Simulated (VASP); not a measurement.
## CuO: single point with PBE

Crystal: CuO.

```
Cu O
1.0
     2.34185   -1.71130    0.00000
     2.34185    1.71130    0.00000
    -0.85003    0.00000    5.05787
Cu O
2 2
Direct
  0.50000 0.00000 0.50000
  0.00000 0.50000 0.00000
  0.41840 0.58160 0.75000
  0.58160 0.41840 0.25000
```

- Program: VASP 6.6.1
- Task: single point
- Functional: PBE
- Potentials or basis: VASP PAW PBE potentials, release 64 (Cu_sv_GW, O)
- Cutoff: 820 eV
- k mesh: 10 × 10 × 5
- Occupations: gaussian, width 0.017 eV
- Spin: no spin polarisation
- Dipole correction: no
- Further INCAR settings: ALGO = Normal; EDIFF = 1e-06; NBANDS = 33

```yaml
Pressure: 4.8 GPa
Largest_force: 0.254 eV/Å
Band_gap_on_the_k_mesh: zero (bands 25 and 26 overlap by 0.60 eV)
```

Forces on the atoms (eV/Å):
```
Cu   0.000  0.000  0.000
Cu   0.000  0.000  0.000
O    0.000 -0.254  0.000
O    0.000  0.254  0.000
```

Stress tensor (GPa, compression positive):
```
 4.63  0.00 -1.27
 0.00  5.98  0.00
-1.27  0.00  3.87
```

Levels at points of the mesh, in eV from the Fermi level:
| k point | band 23 | band 24 | band 25 | band 26 | band 27 | band 28 |
| --- | --- | --- | --- | --- | --- | --- |
| (0.00, 0.00, 0.00) | -2.16 | -1.66 | 0.21 | 0.95 | 1.69 | 5.99 |
| (0.50, 0.00, 0.00) | -1.52 | -1.41 | 0.01 | 0.26 | 4.82 | 6.26 |
| (0.50, 0.50, 0.00) | -1.65 | -1.22 | -0.66 | 1.07 | 3.30 | 7.05 |

Run time: 3.1 min on 1 thread of Intel(R) Xeon(R) 6975P-C (Granite Rapids), with other jobs on the host, peak memory 0.46 GiB.

Caveat: the cell stands under pressure; semilocal functionals often make such compounds metallic where correlation or magnetic order opens a gap, which also shifts bond lengths. With open d or f shells a metallic result of PBE can be an artefact of self-interaction; +U or a hybrid may open a gap.
